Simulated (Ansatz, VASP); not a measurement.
## Cr3GeSe: VASP beside Ansatz

The input INCAR:

```
SYSTEM = Cr3GeSe
PREC = Accurate
ENCUT = 520
EDIFF = 1E-6
ISMEAR = 1
SIGMA = 0.0201
LREAL = .False.
LASPH = .True.
NELM = 60
ALGO = Normal
ISIF = 2
LWAVE = .False.
LCHARG = .False.
GGA = PE
NBANDS = 67
```

File KPOINTS:

```
Automatic mesh
0
Gamma
  3 3 4
  0 0 0
```

POSCAR

```
Cr3GeSe
1.0
    5.8983140000      0.0000000000      0.0000000000
    0.0000000000      5.8983140000      0.0000000000
    0.0000000000      0.0000000000      4.4026120000
Cr Ge Se
6 2 2
Direct
    0.2041000000      0.7041000000      0.0655000000
    0.7041000000      0.7959000000      0.9345000000
    0.7959000000      0.2959000000      0.0655000000
    0.2959000000      0.2041000000      0.9345000000
    0.0000000000      0.0000000000      0.5000000000
    0.5000000000      0.5000000000      0.5000000000
    0.0000000000      0.5000000000      0.5480000000
    0.5000000000      0.0000000000      0.4520000000
    0.0000000000      0.0000000000      0.0000000000
    0.5000000000      0.5000000000      0.0000000000
```

Input for Ansatz:

```yaml
crystal:
  lattice:
    - [5.898314, 0.0, 0.0]
    - [0.0, 5.898314, 0.0]
    - [0.0, 0.0, 4.402612]
  atoms:
    - { symbol: Cr, position: [0.2041, 0.7041, 0.0655] }
    - { symbol: Cr, position: [0.7041, 0.7959, 0.9345] }
    - { symbol: Cr, position: [0.7959, 0.2959, 0.0655] }
    - { symbol: Cr, position: [0.2959, 0.2041, 0.9345] }
    - { symbol: Ge, position: [0.0, 0.5, 0.548] }
    - { symbol: Ge, position: [0.5, 0.0, 0.452] }
    - { symbol: Cr, position: [0.0, 0.0, 0.5] }
    - { symbol: Cr, position: [0.5, 0.5, 0.5] }
    - { symbol: Se, position: [0.0, 0.0, 0.0] }
    - { symbol: Se, position: [0.5, 0.5, 0.0] }
  symmetry: { tolerance: 0.0003 }
kpoints:
  mp_grid: { grid: [3, 3, 4], shift: [0, 0, 0] }
magnetization:
  spin_polarized: false
scf:
  occupations: { method: cold, width: 0.0201 }
  n_extra_bands: 16
hamiltonian:
  pseudopotentials: { kind: paw }
  xc: pbe
basis:
  ecutwfc: "550 eV"
  xc_grid: 3
output:
  forces: true
  stress: true
  eigenvalues: true
```

Alike in both runs: task single point; functional PBE; k mesh 3 × 3 × 4; no spin polarisation.

```csv
,VASP,Ansatz
version,VASP 6.6.1,Ansatz 0.2.0
potentials or method,"VASP PAW PBE potentials, release 64 (Cr_pv, Ge_d, Se), cutoff 520 eV",PAW plane waves
occupations,"methfessel-paxton of order 1, width 0.0201 eV","cold, width 0.0201 eV"
valence electrons in the cell,112,144
```

Ansatz gave:

```
gap on the k mesh at the Fermi level (eV) : none
pressure (GPa)                            : 6.6
rms of the force components (eV/Å)        : 0.764
```

Task: Estimate VASP's values.

Result: gap on the k mesh at the Fermi level (eV): none; pressure (GPa): 6.9; rms of the force components (eV/Å): 0.764.

A gap of «none» marks a metal or a gap that the smearing closes. VASP's potentials hold 112 valence electrons a cell and Ansatz's 144, so a difference there can come from the potentials and not from the codes.
